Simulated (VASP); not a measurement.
# NbAgSe2O7 (Cmcm) in VASP: further runs

The runs below take NbAgSe2O7 through electric field gradients, with PBE.

All numbers are computed with VASP 6.6.1; they aren't measurements. Logs are shortened: lines on timing, memory, paths and dates and some standing lists are left out, and cuts for length are marked.

## 1. The cell of the first run

Symmetry: Cmcm, No. 63, orthorhombic system. The conventional cell has a = 10.813 Å, b = 7.792 Å, c = 7.510 Å, α = 90.00°, β = 90.00°, γ = 90.00°. Within 2.6 Å of Nb (site symmetry 2/m) lie 6 O at 1.98 to 2.01 Å. Ag (site symmetry 2/m) has 8 O at 2.47 to 2.97 Å within 3.3 Å. Within 2.2 Å of Se (site symmetry m) lie 3 O at 1.69 to 1.79 Å. Within 2.2 Å of O (site symmetry m) lie 1 Se at 1.69 Å. Within 2.4 Å of O (site symmetry 1) lie 1 Se at 1.79 Å and 1 Nb at 2.01 Å. Within 2.6 Å of O (site symmetry m2m) lie 2 Nb at 1.98 Å.

## 2. Electric field gradients, PBE (z stretched by +2 %)

The input, INCAR:

```
SYSTEM = NbAgSe2O7
PREC = Accurate
ENCUT = 520
EDIFF = 1E-8
ISMEAR = -1
SIGMA = 0.02
LREAL = Auto
LASPH = .True.
NELM = 80
ALGO = Normal
ISIF = 2
LWAVE = .False.
LCHARG = .False.
GGA = PE
LEFG = .True.
NBANDS = 95
```

The input, KPOINTS:

```
Automatic mesh
0
Gamma
  4 4 3
  0 0 0
```

The input, POSCAR:

```
NbAgSe2O7
1.0
    5.4065000000     -3.8960000000      0.0000000000
    5.4065000000      3.8960000000      0.0000000000
    0.0000000000      0.0000000000      7.5102600000
Nb Ag Se O
2 2 4 14
Direct
    0.0000000000      0.0000000000      0.5000000000
    0.0000000000      0.0000000000      0.0000000000
    0.5000000000      0.5000000000      0.0000000000
    0.5000000000      0.5000000000      0.5000000000
    0.5240530100      0.0533963506      0.2500000000
    0.4759469900      0.9466036494      0.7500000000
    0.0533963506      0.5240530100      0.7500000000
    0.9466036494      0.4759469900      0.2500000000
    0.3939070772      0.3152791572      0.2500000000
    0.6060929228      0.6847208428      0.7500000000
    0.3152791572      0.3939070772      0.7500000000
    0.6847208428      0.6060929228      0.2500000000
    0.6976266676      0.0398343613      0.4352599855
    0.3023733324      0.9601656387      0.9352599855
    0.0398343613      0.6976266676      0.5647400145
    0.9601656387      0.3023733324      0.0647400145
    0.3023733324      0.9601656387      0.5647400145
    0.6976266676      0.0398343613      0.0647400145
    0.9601656387      0.3023733324      0.4352599855
    0.0398343613      0.6976266676      0.9352599855
    0.9201964471      0.0798035529      0.7500000000
    0.0798035529      0.9201964471      0.2500000000
```

Potentials or basis: VASP PAW PBE potentials, release 64 (Nb_sv, Ag, Se, O).

Command:

```bash
cat potpaw_PBE.64/Nb_sv/POTCAR potpaw_PBE.64/Ag/POTCAR potpaw_PBE.64/Se/POTCAR potpaw_PBE.64/O/POTCAR > POTCAR
mpirun -np 1 vasp_std > vasp.out
```

OUTCAR:

```text
SYSTEM = NbAgSe2O7
   PREC = Accurate
   ENCUT = 520
   EDIFF = 1E-8
   ISMEAR = -1
   LREAL = Auto
   LASPH = .True.
   NELM = 80
   ISIF = 2
   GGA = PE

 ion  position               nearest neighbor table
   1  0.000  0.000  0.500-  21 1.98  22 1.98  17 2.01  19 2.01  13 2.01  15 2.01
   2  0.000  0.000  0.000-  21 1.98  22 1.98  18 2.01  20 2.01  14 2.01  16 2.01
   3  0.500  0.500  0.000-   9 2.47  10 2.47  11 2.47  12 2.47
   4  0.500  0.500  0.500-   9 2.47  10 2.47  11 2.47  12 2.47
   5  0.524  0.053  0.250-   9 1.69  13 1.79  18 1.79
   6  0.476  0.947  0.750-  10 1.69  14 1.79  17 1.79
   7  0.053  0.524  0.750-  11 1.69  15 1.79  20 1.79
   8  0.947  0.476  0.250-  12 1.69  16 1.79  19 1.79
   9  0.394  0.315  0.250-   5 1.69   4 2.47   3 2.47
  10  0.606  0.685  0.750-   6 1.69   4 2.47   3 2.47
  11  0.315  0.394  0.750-   7 1.69   4 2.47   3 2.47
  12  0.685  0.606  0.250-   8 1.69   4 2.47   3 2.47
  13  0.698  0.040  0.435-   5 1.79   1 2.01
  14  0.302  0.960  0.935-   6 1.79   2 2.01
  15  0.040  0.698  0.565-   7 1.79   1 2.01
  16  0.960  0.302  0.065-   8 1.79   2 2.01
  17  0.302  0.960  0.565-   6 1.79   1 2.01
  18  0.698  0.040  0.065-   5 1.79   2 2.01
  19  0.960  0.302  0.435-   8 1.79   1 2.01
  20  0.040  0.698  0.935-   7 1.79   2 2.01
  21  0.920  0.080  0.750-   1 1.98   2 1.98
  22  0.080  0.920  0.250-   1 1.98   2 1.98

  LATTYP: Found a base centered orthorhombic cell.
 ALAT       =     7.7920000000
 B/A-ratio  =     1.3877053388
 C/A-ratio  =     0.9638424025

  Lattice vectors:

 A1 = (  -5.4065000000,  -3.8960000000,   0.0000000000)
 A2 = (   5.4065000000,  -3.8960000000,   0.0000000000)
 A3 = (   0.0000000000,   0.0000000000,   7.5102600000)

Analysis of symmetry for initial positions (statically):
=====================================================================
 Subroutine PRICEL returns:
 Original cell was already a primitive cell.

 Routine SETGRP: Setting up the symmetry group for a
 base centered orthorhombic supercell.

 Subroutine GETGRP returns: Found  8 space group operations
 (whereof  4 operations were pure point group operations)
 out of a pool of  8 trial point group operations.
[... 1502 lines left out ...]
 [bands above 90 left out]

------------------------ aborting loop because EDIFF is reached ----------------------------------------

  FORCE on cell =-STRESS in cart. coord.  units (eV):
  Direction    XX          YY          ZZ          XY          YZ          ZX
  --------------------------------------------------------------------------------------
  -------------------------------------------------------------------------------------
  Total        2.3649191      2.9124161     -8.0147575      0.0000000      0.0000000      0.0000000
  in kB       11.9758609     14.7483649    -40.5864295      0.0000000      0.0000000      0.0000000
  external PRESSURE =      -4.6207346 kB  Pullay stress =       0.0000000 kB

 VOLUME and BASIS-vectors are now :
 -----------------------------------------------------------------------------
  energy-cutoff  :      520.00
  volume of cell :      316.39
      direct lattice vectors                 reciprocal lattice vectors
     5.406500000 -3.896000000  0.000000000     0.092481273 -0.128336756  0.000000000
     5.406500000  3.896000000  0.000000000     0.092481273  0.128336756  0.000000000
     0.000000000  0.000000000  7.510260000     0.000000000  0.000000000  0.133151183

 POSITION                                       TOTAL-FORCE (eV/Angst)
 -----------------------------------------------------------------------------------
      0.00000      0.00000      3.75513         0.000000      0.000000      0.000000
      0.00000      0.00000      0.00000         0.000000      0.000000      0.000000
      5.40650      0.00000      0.00000         0.000000      0.000000      0.000000
      5.40650      0.00000      3.75513         0.000000      0.000000      0.000000
      3.12198     -1.83368      1.87756         0.158634     -0.284108      0.000000
      7.69102      1.83368      5.63270        -0.158634      0.284108      0.000000
[... 14 lines left out ...]
      5.40650     -3.27417      5.63270         0.000000     -0.347645      0.000000
      5.40650      3.27417      1.87756         0.000000      0.347645      0.000000
 -----------------------------------------------------------------------------------
    total drift:                               -0.000000     -0.000000     -0.000000

  FREE ENERGIE OF THE ION-ELECTRON SYSTEM (eV)
  ---------------------------------------------------
  free  energy   TOTEN  =      -137.6339562942 eV

  energy  without entropy=     -137.6339562942  energy(sigma->0) =     -137.63395629

 Electric field gradients (V/A^2)
---------------------------------------------------------------------
 ion       V_xx      V_yy      V_zz      V_xy      V_xz      V_yz
---------------------------------------------------------------------
   1      38.657    48.069   -86.725    -0.000     0.000    -0.805
   2      38.657    48.069   -86.725     0.000    -0.000     0.805
   3     -38.143    80.658   -42.515    -0.000    -0.000    43.446
   4     -38.143    80.658   -42.515    -0.000     0.000   -43.446
   5    -290.730    51.124   239.606  -133.385     0.000    -0.000
   6    -290.730    51.124   239.606  -133.385    -0.000     0.000
[... 14 lines left out ...]
  21       3.485     3.023    -6.508    -0.000     0.000     0.000
  22       3.485     3.023    -6.508     0.000     0.000    -0.000
---------------------------------------------------------------------

 Electric field gradients after diagonalization (V/A^2)
 (convention: |V_zz| > |V_xx| > |V_yy|)
----------------------------------------------------------------------
 ion       V_xx      V_yy      V_zz     asymmetry (V_yy - V_xx)/ V_zz
----------------------------------------------------------------------
   1      48.074    38.657   -86.730       0.109
   2      48.074    38.657   -86.730       0.109
   3     -56.297   -38.143    94.440       0.192
   4     -56.297   -38.143    94.440       0.192
   5     239.606    97.009  -336.615       0.424
   6     239.606    97.009  -336.615       0.424
[... 14 lines left out ...]
  21       3.485     3.023    -6.508       0.071
  22       3.485     3.023    -6.508       0.071
----------------------------------------------------------------------

           NMR quadrupolar parameters

 Cq : quadrupolar parameter    Cq=e*Q*V_zz/h
 eta: asymmetry parameters     (V_yy - V_xx)/ V_zz
 Q  : nuclear electric quadrupole moment in mb (millibarn)
----------------------------------------------------------------------
 ion       Cq(MHz)       eta       Q (mb)
----------------------------------------------------------------------
   1      -0.210       0.109       1.000
   2      -0.210       0.109       1.000
   3       0.228       0.192       1.000
   4       0.228       0.192       1.000
   5      -0.814       0.424       1.000
   6      -0.814       0.424       1.000
[... 14 lines left out ...]
  21      -0.016       0.071       1.000
  22      -0.016       0.071       1.000
----------------------------------------------------------------------
```

stdout:

```text
POSCAR found type information on POSCAR NbAgSeO
 POSCAR found :  4 types and      22 ions
 scaLAPACK will be used
 LDA part: xc-table for (Slater+PW92), standard interpolation
 POSCAR, INCAR and KPOINTS ok, starting setup
 FFT: planning ... GRIDC
 FFT: planning ... GRID_SOFT
 FFT: planning ... GRID
 WAVECAR not read
 entering main loop
ion   1

ion   2

ion   3

ion   4

ion   5

ion   6

ion   7

ion   8

ion   9

ion  10
[... 82 lines left out ...]
ion  20
     0.0000293   -10.7908447   -13.7182500   -15.4943748   -20.7214490    -2.8272787
     0.0000403   -10.7908446   -13.7182499   -15.4943747   -20.7214489    -2.8272786
     0.0000555   -10.7908445   -13.7182497   -15.4943745   -20.7214486    -2.8272786
     0.0000765   -10.7908442   -13.7182493   -15.4943741   -20.7214481    -2.8272785

     0.0000293   -35.8370038   -43.4445099   -45.7531235   -63.9832724    -8.5087741
     0.0000403   -35.8369974   -43.4445024   -45.7531158   -63.9832615    -8.5087727
     0.0000555   -35.8369866   -43.4444895   -45.7531028   -63.9832428    -8.5087702
     0.0000765   -35.8369684   -43.4444679   -45.7530808   -63.9832113    -8.5087661

ion  21

ion  22
```

Wall time 18 min (1 thread of Intel Xeon 8259CL, shared host); peak memory 0.53 GiB.

Results:

```
Free energy                             : -137.6340 eV
Pressure                                : -0.5 GPa
Largest force                           : 0.348 eV/Å
Band gap on the k mesh                  : 1.67 eV
Largest electric field gradient by atom : Nb -86.7; Ag +94.4; Se -336.6; O +126.0, +127.3, -6.5 (each value once) V/Å²
```

Forces in eV/Å, atoms in the order of the input:
```
Nb   0.000  0.000  0.000
Nb   0.000  0.000  0.000
Ag   0.000  0.000  0.000
Ag   0.000  0.000  0.000
Se   0.159 -0.284  0.000
Se  -0.159  0.284  0.000
Se   0.159  0.284  0.000
Se  -0.159 -0.284  0.000
O    0.116  0.117  0.000
O   -0.116 -0.117  0.000
O    0.116 -0.117  0.000
O   -0.116  0.117  0.000
O   -0.026  0.053 -0.178
O    0.026 -0.053 -0.178
O   -0.026 -0.053  0.178
O    0.026  0.053  0.178
O    0.026 -0.053  0.178
O   -0.026  0.053  0.178
O    0.026  0.053 -0.178
O   -0.026 -0.053 -0.178
O    0.000 -0.348  0.000
O    0.000  0.348  0.000
```

Electric field gradients, principal values (V/Å²):
| atom | least | middle | greatest (by size) |
| --- | --- | --- | --- |
| 1 Nb | 38.657 | 48.074 | -86.730 |
| 2 Nb | 38.657 | 48.074 | -86.730 |
| 3 Ag | -38.143 | -56.297 | 94.440 |
| 4 Ag | -38.143 | -56.297 | 94.440 |
| 5 Se | 97.009 | 239.606 | -336.615 |
| 6 Se | 97.009 | 239.606 | -336.615 |
| 7 Se | 97.009 | 239.606 | -336.615 |
| 8 Se | 97.009 | 239.606 | -336.615 |
| 9 O | -49.975 | -76.030 | 126.005 |
| 10 O | -49.975 | -76.030 | 126.005 |
| 11 O | -49.975 | -76.030 | 126.005 |
| 12 O | -49.975 | -76.030 | 126.005 |
| 13 O | -53.684 | -73.621 | 127.305 |
| 14 O | -53.684 | -73.621 | 127.305 |
| 15 O | -53.684 | -73.621 | 127.305 |
| 16 O | -53.684 | -73.621 | 127.305 |
| 17 O | -53.684 | -73.621 | 127.305 |
| 18 O | -53.684 | -73.621 | 127.305 |
| 19 O | -53.684 | -73.621 | 127.305 |
| 20 O | -53.684 | -73.621 | 127.305 |
| 21 O | 3.023 | 3.485 | -6.508 |
| 22 O | 3.023 | 3.485 | -6.508 |

Caveat: the cell differs from its parent crystal (z stretched by +2 %); the stress differs along the axes, from -4 to 1 GPa; without QUAD_EFG the Cq values of the log hold for a quadrupole moment of 1 mb, not for the nuclei.

(Part 1 of 2 ends here.)
